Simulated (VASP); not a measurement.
# C (Cmcm) in VASP: density of states with PBE

Aim: the density of states of C with PBE.

Program: VASP 6.6.1. These are calculated values, not measurements. Logs are shortened: lines on timing, memory, paths and dates and some standing lists are left out, and cuts for length are marked.

### Step 1. The cell of the first run

The structure is orthorhombic, space group Cmcm (No. 63). Conventional cell: a = 4.853 Å, b = 4.967 Å, c = 4.413 Å, α = 90.00°, β = 90.00°, γ = 90.00°. C (site symmetry 1) has 4 C at 1.50 to 1.59 Å within 2.0 Å.

### Step 2. Density of states, PBE

Contents of POSCAR:

```
C
1.0
    2.4263161632     -2.4833405461      0.0000000000
    2.4263161632      2.4833405461      0.0000000000
    0.0000000000      0.0000000000      4.4125639398
C
8
Direct
    0.6932153940      0.9781842590      0.4272744806
    0.9781842590      0.6932153940      0.9272744806
    0.3067846060      0.0218157410      0.9272744806
    0.6932153940      0.9781842590      0.0727255194
    0.3067846060      0.0218157410      0.5727255194
    0.0218157410      0.3067846060      0.4272744806
    0.9781842590      0.6932153940      0.5727255194
    0.0218157410      0.3067846060      0.0727255194
```

Contents of INCAR.step1:

```
SYSTEM = C
ALGO = Normal
EDIFF = 1E-6
ENCUT = 520
GGA = PE
ISIF = 2
ISMEAR = 0
LASPH = .True.
LCHARG = .True.
LREAL = .False.
LWAVE = .False.
NBANDS = 26
NELM = 100
PREC = Accurate
SIGMA = 0.02
```

Contents of KPOINTS.step1:

```
k-points
0
Gamma
  8 8 6
  0 0 0
```

Contents of INCAR.step2:

```
SYSTEM = C
ALGO = Normal
EDIFF = 1E-6
ENCUT = 520
GGA = PE
ICHARG = 11
ISIF = 2
ISMEAR = -5
LASPH = .True.
LCHARG = .False.
LORBIT = 10
LREAL = .False.
LWAVE = .False.
NEDOS = 2001
NELM = 100
PREC = Accurate
SIGMA = 0.02
```

Contents of KPOINTS.step2:

```
k-points
0
Gamma
  12 12 9
  0 0 0
```

Potentials or basis: VASP PAW PBE potentials, release 64 (C).

Started as:

```sh
cat potpaw_PBE.64/C/POTCAR > POTCAR
cp INCAR.step1 INCAR
cp KPOINTS.step1 KPOINTS
mpirun -np 1 vasp_std > vasp.out
cp INCAR.step2 INCAR
cp KPOINTS.step2 KPOINTS
mpirun -np 1 vasp_std > vasp.out
```

OUTCAR:

```text
SYSTEM = C
   EDIFF = 1E-6
   ENCUT = 520
   GGA = PE
   ICHARG = 11
   ISIF = 2
   ISMEAR = -5
   LASPH = .True.
   LORBIT = 10
   LREAL = .False.
   NELM = 100
   PREC = Accurate

 ion  position               nearest neighbor table
   1  0.693  0.978  0.427-   5 1.50   7 1.55   4 1.56   6 1.59
   2  0.978  0.693  0.927-   8 1.50   4 1.55   7 1.56   3 1.59
   3  0.307  0.022  0.927-   4 1.50   8 1.55   5 1.56   2 1.59
   4  0.693  0.978  0.073-   3 1.50   2 1.55   1 1.56   8 1.59
   5  0.307  0.022  0.573-   1 1.50   6 1.55   3 1.56   7 1.59
   6  0.022  0.307  0.427-   7 1.50   5 1.55   8 1.56   1 1.59
   7  0.978  0.693  0.573-   6 1.50   1 1.55   2 1.56   5 1.59
   8  0.022  0.307  0.073-   2 1.50   3 1.55   6 1.56   4 1.59

  LATTYP: Found a base centered orthorhombic cell.
 ALAT       =     4.8526323264
 B/A-ratio  =     1.0235024535
 C/A-ratio  =     0.9093134701

  Lattice vectors:

 A1 = (   2.4263161632,  -2.4833405461,   0.0000000000)
 A2 = (   2.4263161632,   2.4833405461,   0.0000000000)
 A3 = (   0.0000000000,   0.0000000000,   4.4125639398)

Analysis of symmetry for initial positions (statically):
=====================================================================
 Subroutine PRICEL returns:
 Original cell was already a primitive cell.

 Routine SETGRP: Setting up the symmetry group for a
 base centered orthorhombic supercell.

 Subroutine GETGRP returns: Found  8 space group operations
 (whereof  4 operations were pure point group operations)
 out of a pool of  8 trial point group operations.

The static configuration has the point symmetry C_2h.
 The point group associated with its full space group is D_2h.

Analysis of symmetry for dynamics (positions and initial velocities):
=====================================================================
 Subroutine PRICEL returns:
 Original cell was already a primitive cell.

 Routine SETGRP: Setting up the symmetry group for a
 base centered orthorhombic supercell.

 Subroutine GETGRP returns: Found  8 space group operations
 (whereof  4 operations were pure point group operations)
 out of a pool of  8 trial point group operations.

The dynamic configuration has the point symmetry C_2h.
 The point group associated with its full space group is D_2h.

 Subroutine INISYM returns: Found  8 space group operations
 (whereof  4 operations are pure point group operations),
 and found     1 'primitive' translations

----------------------------------------------------------------------------------------

                                     Primitive cell

  volume of cell :      53.1747

  direct lattice vectors                    reciprocal lattice vectors
     2.426316163 -2.483340546  0.000000000     0.206073721 -0.201341697  0.000000000
     2.426316163  2.483340546  0.000000000     0.206073721  0.201341697  0.000000000
     0.000000000  0.000000000  4.412563940     0.000000000  0.000000000  0.226625611

  length of vectors
     3.471885711  3.471885711  4.412563940     0.288105636  0.288105636  0.226625611

  position of ions in fractional coordinates (direct lattice)
     0.693215394  0.978184259  0.427274481
     0.978184259  0.693215394  0.927274481
     0.306784606  0.021815741  0.927274481
     0.693215394  0.978184259  0.072725519
     0.306784606  0.021815741  0.572725519
     0.021815741  0.306784606  0.427274481
     0.978184259  0.693215394  0.572725519
     0.021815741  0.306784606  0.072725519

  ion indices of the primitive-cell ions
   primitive index   ion index
                 1           1
                 2           2
                 3           3
                 4           4
                 5           5
                 6           6
                 7           7
                 8           8

----------------------------------------------------------------------------------------

 KPOINTS: k-points

Automatic generation of k-mesh.
 Grid dimensions read from file:
 generate k-points for:   12   12    9

 Generating k-lattice:

  Cartesian coordinates                     Fractional coordinates (reciprocal lattice)
     0.017172810 -0.016778475  0.000000000     0.083333333  0.000000000  0.000000000
     0.017172810  0.016778475  0.000000000     0.000000000  0.083333333  0.000000000
     0.000000000  0.000000000  0.025180623     0.000000000  0.000000000  0.111111111

  Length of vectors
     0.024008803  0.024008803  0.025180623

  Shift w.r.t. Gamma in fractional coordinates (k-lattice)
     0.000000000  0.000000000  0.000000000

 TETIRR: Found   1950 inequivalent tetrahedra from     7776

 Subroutine IBZKPT returns following result:
 ===========================================

 Found    215 irreducible k-points:

 Following reciprocal coordinates:
            Coordinates               Weight
  0.000000  0.000000  0.000000      1.000000
  0.083333  0.000000  0.000000      4.000000
  0.166667  0.000000  0.000000      4.000000
  0.250000  0.000000  0.000000      4.000000
  0.333333 -0.000000  0.000000      4.000000
  0.416667 -0.000000  0.000000      4.000000
[... 16 lines left out ...]
  0.500000  0.166667  0.000000      4.000000
 -0.416667  0.166667  0.000000      4.000000
 [... further k-points ...]
   k-points           NKPTS =    215   k-points in BZ     NKDIM =    215   number of bands    NBANDS=     21
   number of dos      NEDOS =   2001   number of ions     NIONS =      8
   total plane-waves  NPLWV =  28224
   dimension x,y,z NGX =    28 NGY =   28 NGZ =   36
   dimension x,y,z NGXF=    56 NGYF=   56 NGZF=   72
   ions per type =               8
   NGX,Y,Z   is equivalent  to a cutoff of  13.41, 13.41, 13.56 a.u.
   NGXF,Y,Z  is equivalent  to a cutoff of  26.81, 26.81, 27.13 a.u.
 SYSTEM =  C
   PREC   = accura    normal or accurate (medium, high low for compatibility)
   ISTART =      0    job   : 0-new  1-cont  2-samecut
   ICHARG =     11    charge: 1-file 2-atom 10-const
   ISPIN  =      1    spin polarized calculation?
   LNONCOLLINEAR =      F non collinear calculations
   LSORBIT =      F    spin-orbit coupling
   LASPH  =      T    aspherical Exc in radial PAW
   ENCUT  =  520.0 eV  38.22 Ry    6.18 a.u.   6.46  6.46  8.20*2*pi/ulx,y,z
   NELM   =    100;   NELMIN=  2; NELMDL=  0     # of ELM steps
   EDIFF  = 0.1E-05   stopping-criterion for ELM
   LREAL  =      F    real-space projection
   EDIFFG = 0.1E-04   stopping-criterion for IOM
   NSW    =      0    number of steps for IOM
   IBRION =     -1    ionic relax: 0-MD 1-quasi-New 2-CG
   NFREE  =      0    steps in history (QN), initial steepest desc. (CG)
   ISIF   =      2    stress and relaxation
   ISYM   =      2    0-nonsym 1-usesym 2-fastsym
   POTIM  = 0.5000    time-step for ionic-motion
   TEBEG  =    0.0;   TEEND  =   0.0 temperature during run
   PSTRESS=    0.0 pullay stress
   NELECT =      32.0000    total number of electrons
   NUPDOWN=      -1.0000    fix difference up-down
   EMIN   =  10.00;   EMAX   =-10.00  energy-range for DOS
   EFERMI =   0.00;   METHOD = LEGACY
   ISMEAR =    -5;   SIGMA  =   0.02  broadening in eV -4-tet -1-fermi 0-gaus
   EFERMI_NEDOS =   21; number of points for ismear=-14 and -15
   IALGO  =     38    algorithm
   IMIX   =      4    mixing-type and parameters
     AMIX     =   0.40;   BMIX     =  1.00
     AMIX_MAG =   1.60;   BMIX_MAG =  1.00
  volume/ion in A,a.u.               =       6.65        44.86
  Fermi-wavevector in a.u.,A,eV,Ry     =   1.382155  2.611893 25.991905  1.910351
  Thomas-Fermi vector in A             =   2.506872
   LORBIT       =     10    0 simple, 1 ext, 2 COOP (PROOUT), +10 PAW based schemes
   GGA     = PE    functional components
   LHFCALC =     F    Hartree Fock is set to
   AEXX    =    0.0000 exact exchange contribution
   IVDW    =     0    specifies the selected vdW correction
   LEPSILON=     F    determine dielectric tensor
   LRPA    =     F    only Hartree local field effects (RPA)
 non-spin polarized calculation
 Fermi weights with tetrahedron method with Bloechl corrections
  energy-cutoff  :      520.00
  volume of cell :       53.17
 maximum number of plane-waves:      1455
 NGX is ok and might be reduce to    28

 number of electron      32.0000002 magnetization

 Free energy of the ion-electron system (eV)
  ---------------------------------------------------
  ext. energy  EPLUGINS =         0.00000000
  ---------------------------------------------------
  free energy    TOTEN  =       -69.45093269 eV

  energy without entropy =      -69.45093269  energy(sigma->0) =      -69.45093269

 E-fermi :   7.7029     XC(G=0): -12.0674

 val. band max:        7.6935345341   @ k =   0.5000   0.5000   0.0000
 cond. band min:      10.7177269351   @ k =   0.2500   0.0000   0.0000
 fundamental gap:      3.0241924009
 Fermi energy:         7.7029096068

 k-point     1 :       0.0000    0.0000    0.0000
  band No.  band energies     occupation
      1     -13.1591      2.00000
      2      -8.1748      2.00000
      3      -7.0552      2.00000
      4      -4.7921      2.00000
      5      -3.5428      2.00000
      6      -2.1435      2.00000
[... 13 lines left out ...]
     20      13.3218      0.00000
     21      14.3790      0.00000

 k-point     2 :       0.0833    0.0000    0.0000
  band No.  band energies     occupation
      1     -13.1050      2.00000
      2      -8.1250      2.00000
      3      -7.0907      2.00000
      4      -5.0842      2.00000
      5      -3.4967      2.00000
      6      -1.9976      2.00000
[... 13 lines left out ...]
     20      13.3497      0.00000
     21      14.4159      0.00000

 k-point     3 :       0.1667    0.0000    0.0000
  band No.  band energies     occupation
      1     -12.9463      2.00000
      2      -7.9791      2.00000
      3      -7.2874      2.00000
      4      -5.5529      2.00000
      5      -3.4351      2.00000
      6      -1.9112      2.00000
[... 13 lines left out ...]
     20      13.5980      0.00000
     21      14.4473      0.00000

 k-point     4 :       0.2500    0.0000    0.0000
  band No.  band energies     occupation
      1     -12.6961      2.00000
      2      -7.7870      2.00000
      3      -7.7492      2.00000
      4      -5.7308      2.00000
      5      -3.3935      2.00000
      6      -2.7716      2.00000
[... 13 lines left out ...]
     20      14.0850      0.00000
     21      14.4413      0.00000

 k-point     5 :       0.3333   -0.0000    0.0000
  band No.  band energies     occupation
      1     -12.3867      2.00000
      2      -8.4393      2.00000
      3      -7.4654      2.00000
      4      -5.6409      2.00000
      5      -3.5469      2.00000
      6      -3.3829      2.00000
[... 13 lines left out ...]
     20      14.5796      0.00000
     21      14.7224      0.00000
[... 382 lines left out ...]
     20      13.8369      0.00000
     21      15.2993      0.00000

 k-point    22 :       0.4167    0.1667    0.0000
  band No.  band energies     occupation
      1     -11.8599      2.00000
      2      -8.8868      2.00000
      3      -6.9858      2.00000
      4      -6.0462      2.00000
      5      -3.9955      2.00000
      6      -3.8533      2.00000
[... 13 lines left out ...]
     20      14.1566      0.00000
     21      15.5603      0.00000

 k-point    23 :       0.5000    0.1667    0.0000
  band No.  band energies     occupation
      1     -11.7305      2.00000
      2      -9.0843      2.00000
      3      -6.8663      2.00000
      4      -6.1091      2.00000
      5      -4.2317      2.00000
      6      -3.5243      2.00000
[... 13 lines left out ...]
     20      14.8379      0.00000
     21      15.8479      0.00000

 k-point    24 :      -0.4167    0.1667    0.0000
  band No.  band energies     occupation
      1     -11.8737      2.00000
      2      -8.8354      2.00000
      3      -6.9935      2.00000
      4      -6.2586      2.00000
      5      -4.0230      2.00000
      6      -3.3089      2.00000
[... 13 lines left out ...]
     20      14.8069      0.00000
     21      15.3369      0.00000

 [... further k-points ...]
[... 5 lines left out ...]
  --------------------------------------------------------------------------------------
  -------------------------------------------------------------------------------------
  Total        0.1763864      0.1534192      0.1677410      0.0000000     -0.0000000      0.0000000
  in kB        5.3146063      4.6225935      5.0541152      0.0000000     -0.0000000      0.0000000
  external PRESSURE =       4.9971050 kB  Pullay stress =       0.0000000 kB

 VOLUME and BASIS-vectors are now :
 -----------------------------------------------------------------------------
  energy-cutoff  :      520.00
  volume of cell :       53.17
      direct lattice vectors                 reciprocal lattice vectors
     2.426316163 -2.483340546  0.000000000     0.206073721 -0.201341697  0.000000000
     2.426316163  2.483340546  0.000000000     0.206073721  0.201341697  0.000000000
     0.000000000  0.000000000  4.412563940     0.000000000  0.000000000  0.226625611

 POSITION                                       TOTAL-FORCE (eV/Angst)
 -----------------------------------------------------------------------------------
      4.05534      0.70767      1.88538        -0.014428      0.007106      0.005586
      4.05534     -0.70767      4.09166        -0.014428     -0.007106      0.005586
      0.79729     -0.70767      4.09166         0.014428     -0.007106      0.005586
      4.05534      0.70767      0.32091        -0.014428      0.007106     -0.005586
      0.79729     -0.70767      2.52719         0.014428     -0.007106     -0.005586
      0.79729      0.70767      1.88538         0.014428      0.007106      0.005586
      4.05534     -0.70767      2.52719        -0.014428     -0.007106     -0.005586
      0.79729      0.70767      0.32091         0.014428      0.007106     -0.005586
 -----------------------------------------------------------------------------------
    total drift:                                0.000000      0.000000      0.000000

  FREE ENERGIE OF THE ION-ELECTRON SYSTEM (eV)
  ---------------------------------------------------
  free  energy   TOTEN  =       -69.4509326889 eV

  energy  without entropy=      -69.4509326889  energy(sigma->0) =      -69.45093269

 total charge

# of ion       s       p       d       tot
------------------------------------------
    1        0.835   1.714   0.000   2.549
    2        0.835   1.714   0.000   2.549
    3        0.835   1.714   0.000   2.549
    4        0.835   1.714   0.000   2.549
    5        0.835   1.714   0.000   2.549
    6        0.835   1.714   0.000   2.549
    7        0.835   1.714   0.000   2.549
    8        0.835   1.714   0.000   2.549
--------------------------------------------------
tot          6.677  13.711   0.000  20.389
```

Run time: 2.4 min. Hardware: 1 thread of Intel Xeon 6975P-C (Granite Rapids), shared host; peak memory 0.27 GiB.

Results:

| Quantity | Value |
| --- | --- |
| Valence electrons inside the program's atomic spheres | C 2.55 |
